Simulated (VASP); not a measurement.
Write the native input for VASP 6.6.1 that does the following.

```yaml
Task: single point
Functional: LDA
Potentials_or_basis: VASP PAW LDA potentials, release 64 (Y_sv)
Cutoff: 520 eV
k_mesh: 9 × 9 × 9
Occupations: gaussian, width 0.1 eV
Spin: no spin polarisation
Dipole_correction: no
Further_INCAR_settings: ALGO = Fast; EDIFF = 1e-06; NBANDS = 12
```

The structure of Y lies in POSCAR:

```
Y
1.0
    0.0000000000      2.5519910612      2.5519910612
    2.5519910612      0.0000000000      2.5519910612
    2.5519910612      2.5519910612      0.0000000000
Y
1
Direct
    0.0000000000      0.0000000000      0.0000000000
```

These files were run (other wordings do the same):

INCAR

```
ALGO     = Fast           # electronic algorithm
EDIFF    = 1E-6           # SCF threshold, eV
ENCUT    = 520            # plane-wave cutoff, eV
GGA      = CA             # functional
ISIF     = 2              # what is computed and relaxed
ISMEAR   = 0              # smearing method
LASPH    = True           # aspherical terms in the spheres
LCHARG   = True           # write CHGCAR
LELF     = True           # ELF
LREAL    = False          # projectors in reciprocal space
LVHAR    = True         
LWAVE    = False          # write WAVECAR
NBANDS   = 12             # bands
NELM     = 100            # most SCF steps
PREC     = Accurate       # precision mode
SIGMA    = 0.1            # smearing width, eV
```

KPOINTS

```
k-points
0
Gamma
  9 9 9
```

Potentials or basis: VASP PAW LDA potentials, release 64 (Y_sv).

The run is started by

```console
$ cat potpaw_LDA.64/Y_sv/POTCAR > POTCAR
$ mpirun -np 1 vasp_std > vasp.out
```

Results of the run:

```yaml
Pressure: -4.5 GPa
```

It took 10 s on 1 thread of Intel(R) Xeon(R) 6975P-C (Granite Rapids), on a shared host, peak memory 0.16 GiB.
